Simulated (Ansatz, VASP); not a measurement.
**SiO2 in VASP and in Ansatz**

The input INCAR:

```
ALGO     = Normal         # electronic algorithm
EDIFF    = 1E-8           # SCF threshold, eV
ENCUT    = 520            # plane-wave cutoff, eV
GGA      = PE             # functional
ISIF     = 2              # what is computed and relaxed
ISMEAR   = -1             # smearing method
LASPH    = True           # aspherical terms in the spheres
LCHARG   = False          # write CHGCAR
LEFG     = True         
LREAL    = Auto         
LWAVE    = False          # write WAVECAR
NBANDS   = 82             # bands
NELM     = 100            # most SCF steps
PREC     = Accurate       # precision mode
SIGMA    = 0.02           # smearing width, eV
```

File KPOINTS:

```
k-points
0
Gamma
  4 4 4
```

POSCAR

```
SiO2
1.0
    7.1600000000      0.0000000000      0.0000000000
    0.0000000000      7.1600000000      0.0000000000
    0.0000000000      0.0000000000      7.1600000000
Si O
8 16
Direct
    0.2807081728      0.2807081728      0.2807081728
    0.2192918272      0.7192918272      0.7807081728
    0.7807081728      0.2192918272      0.7192918272
    0.7192918272      0.7807081728      0.2192918272
    1.0205836497      1.0205836497      1.0205836497
    0.4794163503     -0.0205836497      0.5205836497
    0.5205836497      0.4794163503     -0.0205836497
   -0.0205836497      0.5205836497      0.4794163503
    0.1505388218      0.1505388218      0.1505388218
    0.3494611782      0.8494611782      0.6505388218
    0.6505388218      0.3494611782      0.8494611782
    0.8494611782      0.6505388218      0.3494611782
    0.6398190416      0.6615812800      0.0434330203
    0.8601809584      0.3384187200      0.5434330203
    0.1398190416      0.8384187200      0.9565669797
    0.3601809584      0.1615812800      0.4565669797
    0.0434330203      0.6398190416      0.6615812800
    0.5434330203      0.8601809584      0.3384187200
    0.9565669797      0.1398190416      0.8384187200
    0.4565669797      0.3601809584      0.1615812800
    0.6615812800      0.0434330203      0.6398190416
    0.3384187200      0.5434330203      0.8601809584
    0.8384187200      0.9565669797      0.1398190416
    0.1615812800      0.4565669797      0.3601809584
```

Input for Ansatz:

```yaml
crystal:
  lattice:
    - [7.16, 0.0, 0.0]
    - [0.0, 7.16, 0.0]
    - [0.0, 0.0, 7.16]
  atoms:
    - { symbol: Si, position: [0.2807081728, 0.2807081728, 0.2807081728] }
    - { symbol: Si, position: [0.2192918272, 0.7192918272, 0.7807081728] }
    - { symbol: Si, position: [0.7807081728, 0.2192918272, 0.7192918272] }
    - { symbol: Si, position: [0.7192918272, 0.7807081728, 0.2192918272] }
    - { symbol: Si, position: [1.0205836497, 1.0205836497, 1.0205836497] }
    - { symbol: Si, position: [0.4794163503, -0.0205836497, 0.5205836497] }
    - { symbol: Si, position: [0.5205836497, 0.4794163503, -0.0205836497] }
    - { symbol: Si, position: [-0.0205836497, 0.5205836497, 0.4794163503] }
    - { symbol: O, position: [0.1505388218, 0.1505388218, 0.1505388218] }
    - { symbol: O, position: [0.3494611782, 0.8494611782, 0.6505388218] }
    - { symbol: O, position: [0.6505388218, 0.3494611782, 0.8494611782] }
    - { symbol: O, position: [0.8494611782, 0.6505388218, 0.3494611782] }
    - { symbol: O, position: [0.6398190416, 0.66158128, 0.0434330203] }
    - { symbol: O, position: [0.8601809584, 0.33841872, 0.5434330203] }
    - { symbol: O, position: [0.1398190416, 0.83841872, 0.9565669797] }
    - { symbol: O, position: [0.3601809584, 0.16158128, 0.4565669797] }
    - { symbol: O, position: [0.0434330203, 0.6398190416, 0.66158128] }
    - { symbol: O, position: [0.5434330203, 0.8601809584, 0.33841872] }
    - { symbol: O, position: [0.9565669797, 0.1398190416, 0.83841872] }
    - { symbol: O, position: [0.4565669797, 0.3601809584, 0.16158128] }
    - { symbol: O, position: [0.66158128, 0.0434330203, 0.6398190416] }
    - { symbol: O, position: [0.33841872, 0.5434330203, 0.8601809584] }
    - { symbol: O, position: [0.83841872, 0.9565669797, 0.1398190416] }
    - { symbol: O, position: [0.16158128, 0.4565669797, 0.3601809584] }
kpoints:
  mp_grid: { grid: [4, 4, 4] }
scf:
  occupations: { method: fermi_dirac, width: 0.02 }
  mixing: { algorithm: anderson, beta: 0.05 }
hamiltonian:
  xc: pbe
  pseudopotentials: { kind: paw, source: ansatz }
output:
  forces: true
  stress: true
  populations: true
  efg: { quadrupole_moments_barn: { O: -0.02558 } }
```

Alike in both runs: task electric field gradients; functional PBE; k mesh 4 × 4 × 4; occupations fermi-dirac, width 0.02 eV; no spin polarisation.

|  | VASP | Ansatz |
| --- | --- | --- |
| version | VASP 6.6.1 | Ansatz 0.2.0 |
| potentials or method | VASP PAW PBE potentials, release 64 (Si, O) | plane-wave PAW, scalar-relativistic |
| plane-wave cutoff (eV) | 520 | 930 |
| valence electrons in the cell | 128 | 128 |

```tsv
	VASP	Ansatz	Ansatz less VASP
gap on the k mesh at the Fermi level (eV)	5.68	5.69	+0.006
pressure (GPa)	0.9	0.7	-0.16
rms of the force components (eV/Å)	0.010	0.010	+0.0008
size of Vzz on the site where it differs most (V/Å²)	101.0	105.3	+4.26
```

Atom by atom the forces differ by 0.009 eV/Å (rms over components). With one functional, cell and mesh, what is left measures potentials, basis and numerics.
